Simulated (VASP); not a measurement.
A run of VASP 6.6.1 is set up as follows.

INCAR

```
ALGO = Fast
EDIFF = 1E-6
EDIFFG = -0.005
ENCUT = 600
GGA = PS
IBRION = 2
ISIF = 3
ISMEAR = 0
LASPH = T
LCHARG = F
LREAL = F
LWAVE = F
NELM = 60
NSW = 100
PREC = Accurate
SIGMA = 0.1
```

Contents of KPOINTS:

```
k-points
0
Gamma
  14 14 14
```

POSCAR

```
Sn
1.0
   -2.9401404553      2.9401404553      1.5993019889
    2.9401404553     -2.9401404553      1.5993019889
    2.9401404553      2.9401404553     -1.5993019889
Sn
2
Direct
    0.7500000000      0.2500000000      0.5000000000
    0.0000000000      0.0000000000      0.0000000000
```

Potentials or basis: VASP PAW PBE potentials, release 64 (Sn_d).

Launch:

```console
$ cat potpaw_PBE.64/Sn_d/POTCAR > POTCAR
$ mpirun -np 1 vasp_std > vasp.out
```

**Question.** Estimate the space group after relaxing (to 0.1 Å).

**Answer.** I4_1/amd (No. 141).

**Question.** Predict the relaxed volume.

**Answer.** 26.87 Å³/atom.

**Question.** Predict the relaxed cell.

**Answer.** a = 4.409 Å, b = 4.409 Å, c = 4.409 Å, α = 97.45°, β = 97.45°, γ = 137.77°.

Final structure:
```yaml
crystal:
  lattice:
    - [-2.90859, 2.90859, 1.58826]
    - [2.90859, -2.90859, 1.58826]
    - [2.90859, 2.90859, -1.58826]
  atoms:
    - { symbol: Sn, position: [0.75000, 0.25000, 0.50000] }
    - { symbol: Sn, position: [0.00000, 0.00000, 0.00000] }
```

Caveat: the PAW data sets were made with another functional, which shifts forces and pressure a little.
